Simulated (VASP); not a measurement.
Set up this calculation in VASP 6.6.1, as the native input.

* Task: single point
* Functional: PBE
* Potentials or basis: VASP PAW PBE potentials, release 64 (In_d, Sb)
* Cutoff: 520 eV
* k mesh: 6 × 6 × 6
* Occupations: fermi-dirac, width 0.02 eV
* Spin: no spin polarisation
* Dipole correction: no
* Further INCAR settings: ALGO = Normal; EDIFF = 1e-06; NBANDS = 16

The structure of InSb lies in POSCAR:

```
InSb
1.0
    0.0000000000      3.2795130175      3.2795130175
    3.2795130175      0.0000000000      3.2795130175
    3.2795130175      3.2795130175      0.0000000000
In Sb
1 1
Direct
    0.0000000000      0.0000000000      0.0000000000
    0.2500000000      0.2500000000      0.2500000000
```

These files were run (other wordings do the same):

INCAR

```
SYSTEM = InSb
  ALGO = Normal
  EDIFF = 1E-6
  ENCUT = 520
  GGA = PE
  ISIF = 2
  ISMEAR = -1
  LASPH = .TRUE.
  LCHARG = .FALSE.
  LREAL = .FALSE.
  LWAVE = .FALSE.
  NBANDS = 16
  NELM = 100
  PREC = Accurate
  SIGMA = 0.02
```

KPOINTS

```
k-points
0
G
  6 6 6
  0 0 0
```

Potentials or basis: VASP PAW PBE potentials, release 64 (In_d, Sb).

Launch:

```console
$ cat potpaw_PBE.64/In_d/POTCAR potpaw_PBE.64/Sb/POTCAR > POTCAR
$ mpirun -np 1 vasp_std > vasp.out
```

It gave:

- Pressure: 1.4 GPa
- Band gap on the k mesh: zero (filled and empty bands touch)

Caveat: spin-orbit coupling is left out, which moves the levels of the heavy elements.

Wall time 23 s on 1 thread of Intel(R) Xeon(R) Platinum 8259CL CPU @ 2.50GHz (Skylake/Cascade Lake), on a shared host, peak memory 0.2 GiB.
